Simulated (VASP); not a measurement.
Set up this calculation in VASP 6.6.1, as the native input.

| Quantity | Value |
| --- | --- |
| Task | single point |
| Functional | PBE |
| Potentials or basis | VASP PAW PBE potentials, release 64 (W_sv, Cl, F) |
| Cutoff | 520 eV |
| k mesh | 2 × 2 × 2 |
| Occupations | gaussian, width 0.1 eV |
| Spin | no spin polarisation |
| Dipole correction | no |
| Further INCAR settings | ALGO = Normal; EDIFF = 1e-06; NBANDS = 61 |

The structure of WCl3F2 lies in POSCAR:

```
WCl3F2
1.0
    6.1494080321     -0.0335372555      0.0055192368
   -1.8333977599      7.2905373370      0.0048650336
   -1.3200687385     -2.3953057431      8.0461161913
W Cl F
2 6 4
Direct
    0.0748632502      0.1668856364      0.1606915889
    0.9251367498      0.8331143636      0.8393084111
    0.9811898383      0.2224207599      0.4149835314
    0.3287456640      0.4701695892      0.2513145316
    0.2084537261      0.1486767514      0.9013502352
    0.0188101617      0.7775792401      0.5850164686
    0.6712543360      0.5298304108      0.7486854684
    0.7915462739      0.8513232486      0.0986497648
    0.8368430572      0.2415376726      0.0606736856
    0.2942115449      0.0502002431      0.2196631467
    0.1631569428      0.7584623274      0.9393263144
    0.7057884551      0.9497997569      0.7803368533
```

These files were run (other wordings do the same):

INCAR

```
PREC = Accurate
ENCUT = 520
EDIFF = 1E-6
ISMEAR = 0
SIGMA = 0.1
LREAL = F
LASPH = T
NELM = 80
ALGO = Normal
ISIF = 2
LWAVE = F
LCHARG = F
GGA = PE
NBANDS = 61
```

KPOINTS

```
regular mesh
0
Gamma
  2 2 2
```

Potentials or basis: VASP PAW PBE potentials, release 64 (W_sv, Cl, F).

Run with:

```console
$ cat potpaw_PBE.64/W_sv/POTCAR potpaw_PBE.64/Cl/POTCAR potpaw_PBE.64/F/POTCAR > POTCAR
$ mpirun -np 1 vasp_std > vasp.out
```

Results of the run:

- Pressure: 0.3 GPa
- Largest force: 0.401 eV/Å
- Band gap on the k mesh: 1.35 eV (least direct gap 1.37 eV)

Caveat: the k points lie up to 0.54 Å⁻¹ apart; spin-orbit coupling is left out, which moves the levels of the heavy elements.

Run time: 4.8 min on 1 thread of Intel(R) Xeon(R) Platinum 8375C CPU @ 2.90GHz (Ice Lake), with other jobs on the host, peak memory 0.49 GiB.
